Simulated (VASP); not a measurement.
TiCo2, 6 atoms in the cell. The structure is trigonal, space group R-3m (No. 166). Conventional cell: a = 4.772 Å, b = 4.772 Å, c = 11.131 Å, α = 90.00°, β = 90.00°, γ = 120.00°. Within 3.5 Å of Ti (site symmetry 3m) lie 12 Co at 2.69 to 2.79 Å and 4 Ti at 2.81 to 2.90 Å. Co (site symmetry 2/m) has 6 Co at 2.31 to 2.39 Å and 6 Ti at 2.69 to 2.77 Å within 3.1 Å. Within 3.1 Å of Co (site symmetry -3m) lie 6 Co at 2.31 Å and 6 Ti at 2.79 Å.  This cell differs from its parent crystal: biaxial strain in the a-b plane: +3.0 %, then relaxed in part.

| Property | Result |
| --- | --- |
| Program | VASP 6.6.1 |
| Task | single point |
| Functional | PBEsol |
| Potentials or basis | VASP PAW PBE potentials, release 64 (Ti_sv, Co_sv) |
| Cutoff | 690 eV |
| k mesh | 10 × 10 × 10 |
| Occupations | gaussian, width 0.1 eV |
| Spin | no spin polarisation |
| Dipole correction | no |
| Further INCAR settings | ALGO = Normal; EDIFF = 1e-06; NBANDS = 55 |

Potentials or basis: VASP PAW PBE potentials, release 64 (Ti_sv, Co_sv).

The run is started by

```bash
$ cat potpaw_PBE.64/Ti_sv/POTCAR potpaw_PBE.64/Co_sv/POTCAR > POTCAR
$ mpirun -np 1 vasp_std > vasp.out
```

Hardware: 1 thread of Intel(R) Xeon(R) Platinum 8488C (Sapphire Rapids), with other jobs on the host.

Estimate the wall time of this run.

Run time: 19 min on 1 thread of Intel(R) Xeon(R) Platinum 8488C (Sapphire Rapids), on a shared host, peak memory 0.62 GiB. Counts: scf iterations 18, k points 116.
